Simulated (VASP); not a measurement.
Wanted: the native input for a VASP 6.6.1 run.

```
Task                   : single point
Functional             : PBE
Potentials or basis    : VASP PAW PBE potentials, release 64 (I)
Cutoff                 : 520 eV
k mesh                 : 2 × 2 × 2
Occupations            : gaussian, width 0.1 eV
Spin                   : no spin polarisation
Dipole correction      : no
Further INCAR settings : ALGO = Normal; EDIFF = 1e-06; NBANDS = 10
```

The structure of I lies in POSCAR:

```
I
1.0
    0.0000000000      2.3656004428      3.9098401324
    2.1922454667      0.0000000000      3.9098401324
    2.1922454667      2.3656004428      0.0000000000
I
1
Direct
    0.0000000000      0.0000000000      0.0000000000
```

The input as run:

INCAR

```
PREC = Accurate
ENCUT = 520
EDIFF = 1E-6
ISMEAR = 0
SIGMA = 0.1
LREAL = False
LASPH = True
NELM = 80
ALGO = Normal
ISIF = 2
LWAVE = False
LCHARG = False
GGA = PE
NBANDS = 10
```

KPOINTS

```
regular mesh
0
Gamma
  2 2 2
```

Potentials or basis: VASP PAW PBE potentials, release 64 (I).

Launch:

```bash
$ cat potpaw_PBE.64/I/POTCAR > POTCAR
$ mpirun -np 1 vasp_std > vasp.out
```

Results of the run:

* Pressure: 7.9 GPa

Caveat: the k points lie up to 1.06 Å⁻¹ apart; an odd number of electrons without spin polarisation forces a metal; a magnetic or distorted state may lie lower.

It took 3.5 s on 1 thread of Intel(R) Xeon(R) 6975P-C (Granite Rapids), with other jobs on the host, peak memory 0.17 GiB.
